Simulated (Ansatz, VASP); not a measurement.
## One calculation of GaP, two programs

INCAR

```
PREC     = Accurate       # precision mode
ENCUT    = 630            # plane-wave cutoff, eV
EDIFF    = 1E-6           # SCF threshold, eV
ISMEAR   = -1             # smearing method
SIGMA    = 0.05           # smearing width, eV
LREAL    = F              # projectors in reciprocal space
LASPH    = T              # aspherical terms in the spheres
NELM     = 80             # most SCF steps
ALGO     = Fast           # electronic algorithm
ISIF     = 3              # what is computed and relaxed
LWAVE    = F              # write WAVECAR
LCHARG   = F              # write CHGCAR
GGA      = PE             # functional
IBRION   = 2              # ionic algorithm
NSW      = 60             # ionic steps
EDIFFG   = -0.005         # ionic threshold
```

File KPOINTS:

```
Automatic mesh
0
Gamma
  8 8 8
```

Contents of POSCAR:

```
GaP
1.0
    0.0000000000      2.7252500000      2.7252500000
    2.7252500000      0.0000000000      2.7252500000
    2.7252500000      2.7252500000      0.0000000000
Ga P
1 1
Direct
    0.0000000000      0.0000000000      0.0000000000
    0.7500000000      0.7500000000      0.7500000000
```

input.yaml

```yaml
crystal:
  lattice:
    - [0.0, 2.72525, 2.72525]
    - [2.72525, 0.0, 2.72525]
    - [2.72525, 2.72525, 0.0]
  atoms:
    - { symbol: Ga, position: [0.0, 0.0, 0.0] }
    - { symbol: P, position: [0.75, 0.75, 0.75] }
hamiltonian:
  xc: pbe
  pseudopotentials: { kind: paw }
kpoints:
  mp_grid: { grid: [8, 8, 8] }
scf:
  occupations: { method: fermi_dirac, width: 0.05 }
output:
  forces: true
  stress: true
  write_density: true
  write_potential: true
  elf: true
  volumetric_format: npy
relax:
  f_tol: 0.01
  max_steps: 40
  cell: { stress_tol: 0.05 }
```

Alike in both runs: task relaxation of cell and atoms; functional PBE; k mesh 8 × 8 × 8; occupations fermi-dirac, width 0.05 eV; no spin polarisation.

```csv
,VASP,Ansatz
version,VASP 6.6.1,Ansatz 0.2.0
potentials or method,"VASP PAW PBE potentials, release 64 (Ga_d_GW, P_GW)",Ansatz PAW
plane-wave cutoff (eV),630,420
valence electrons in the cell,18,18
```

```tsv
	VASP	Ansatz	Ansatz less VASP
gap on the k mesh at the Fermi level, each at its own relaxed structure (eV)	1.59	1.58	-0.008
relaxed volume (Å³/atom)	20.79	20.85	+0.061
relaxed cell length with the largest relative difference (Å)	3.889	3.893	+0.0038
```

Noted on Ansatz's run: the plane-wave basis is chosen anew once the cell has moved, so the energies of steps on either side of that aren't comparable.
